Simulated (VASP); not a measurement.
A run of VASP 6.6.1:

Contents of POSCAR:

```
Na2S
1.0
    0.0000000000      3.2876665622      3.2876665622
    3.2876665622      0.0000000000      3.2876665622
    3.2876665622      3.2876665622      0.0000000000
S Na
1 2
Direct
    0.0000000000      0.0000000000      0.0000000000
    0.2500000000      0.2500000000      0.2500000000
    0.7500000000      0.7500000000      0.7500000000
```

The input INCAR.step1:

```
PREC = Accurate
ENCUT = 550
ISMEAR = 0
SIGMA = 0.01
LREAL = False
LASPH = True
NELM = 120
NBANDS = 17
GGA = PE
ALGO = Normal
EDIFF = 1E-5
LWAVE = True
LCHARG = False
GGA_COMPAT = False
```

Contents of INCAR.step2:

```
PREC = Accurate
ENCUT = 550
EDIFF = 1E-6
ISMEAR = 0
SIGMA = 0.01
LREAL = False
LASPH = True
NELM = 120
ALGO = Normal
ISIF = 2
LWAVE = False
LCHARG = True
METAGGA = R2SCAN
LMIXTAU = True
LELF = True
LVHAR = True
NBANDS = 17
ISTART = 1
GGA_COMPAT = False
```

File KPOINTS:

```
regular mesh
0
Gamma
  6 6 6
```

Potentials or basis: VASP PAW PBE potentials, release 64 (S, Na_pv).

Run with:

```console
$ cat potpaw_PBE.64/S/POTCAR potpaw_PBE.64/Na_pv/POTCAR > POTCAR
$ cp INCAR.step1 INCAR
$ mpirun -np 1 vasp_std > vasp.out
$ cp INCAR.step2 INCAR
$ mpirun -np 1 vasp_std > vasp.out
```

Hardware: 1 thread of Intel(R) Xeon(R) 6975P-C (Granite Rapids), on a shared host.

Question: Estimate the wall time of this run.

Answer: Wall time 36 s on 1 thread of Intel(R) Xeon(R) 6975P-C (Granite Rapids), on a shared host, peak memory 0.2 GiB. Counts: k points 16.
